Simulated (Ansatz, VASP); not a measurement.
# SiC in VASP and in Ansatz

The input INCAR:

```
PREC = Accurate ; ENCUT = 520
EDIFF = 1E-7 ; ISMEAR = 0
SIGMA = 0.05 ; LREAL = F
LASPH = T ; NELM = 100
ALGO = Normal ; ISIF = 2
LWAVE = F ; LCHARG = F
GGA = CA ; NBANDS = 16
```

Contents of KPOINTS:

```
Automatic mesh
0
Gamma
  12 12 6
```

The input POSCAR:

```
SiC
1.0
    2.9787958993      0.0000000000      0.0000000000
   -1.4893979497      2.5797129215      0.0000000000
    0.0000000000      0.0000000000      5.2802136111
Si C
2 2
Direct
    0.3333333333      0.6666666667      0.0046041256
    0.6666666667      0.3333333333      0.5046041256
    0.3333333333      0.6666666667      0.3654442382
    0.6666666667      0.3333333333      0.8654442382
```

Input for Ansatz:

```yaml
crystal:
  lattice:
    - [2.9787958993, 0.0, 0.0]
    - [-1.4893979497, 2.5797129215, 0.0]
    - [0.0, 0.0, 5.2802136111]
  atoms:
    - { symbol: Si, position: [0.3333333333, 0.6666666667, 0.0046041256] }
    - { symbol: Si, position: [0.6666666667, 0.3333333333, 0.5046041256] }
    - { symbol: C, position: [0.3333333333, 0.6666666667, 0.3654442382] }
    - { symbol: C, position: [0.6666666667, 0.3333333333, 0.8654442382] }
basis:
  ecutwfc: 520.0
kpoints:
  mp_grid: { grid: [12, 12, 6] }
hamiltonian:
  xc: lda
  pseudopotentials: { kind: paw, azcp: { folder: soft_1 } }
scf:
  occupations: { method: gaussian, width: 0.05 }
output:
  forces: true
  stress: true
  eigenvalues: true
  write_density: true
  write_potential: true
  elf: true
  volumetric_format: npy
```

Alike in both runs: task single point; functional LDA; k mesh 12 × 12 × 6; occupations gaussian, width 0.05 eV; no spin polarisation.

|  | VASP | Ansatz |
| --- | --- | --- |
| version | VASP 6.6.1 | Ansatz 0.2.0 |
| potentials or method | VASP PAW LDA potentials, release 64 (Si, C), cutoff 520 eV | scalar-relativistic, plane waves, PAW |
| valence electrons in the cell | 16 | 16 |

Ansatz gave:

```
gap on the k mesh at the Fermi level (eV)                     : 1.20
least direct gap on the mesh (eV)                             : 4.02
pressure (GPa)                                                : -0.2
traceless stress, the component that is largest in VASP (GPa) : -24.88
rms of the force components (eV/Å)                            : 0.453
```

Which values does VASP return?

gap on the k mesh at the Fermi level (eV): 1.18; least direct gap on the mesh (eV): 4.01; pressure (GPa): 0.3; traceless stress, the component that is largest in VASP (GPa): -24.99; rms of the force components (eV/Å): 0.450.

Ansatz warns that its potentials were made for another functional, while VASP's fit it. LDA's correlation is that of Perdew and Zunger in VASP and of Perdew and Wang (1992) in Ansatz. Atom by atom the forces differ by 0.002 eV/Å (rms over components).
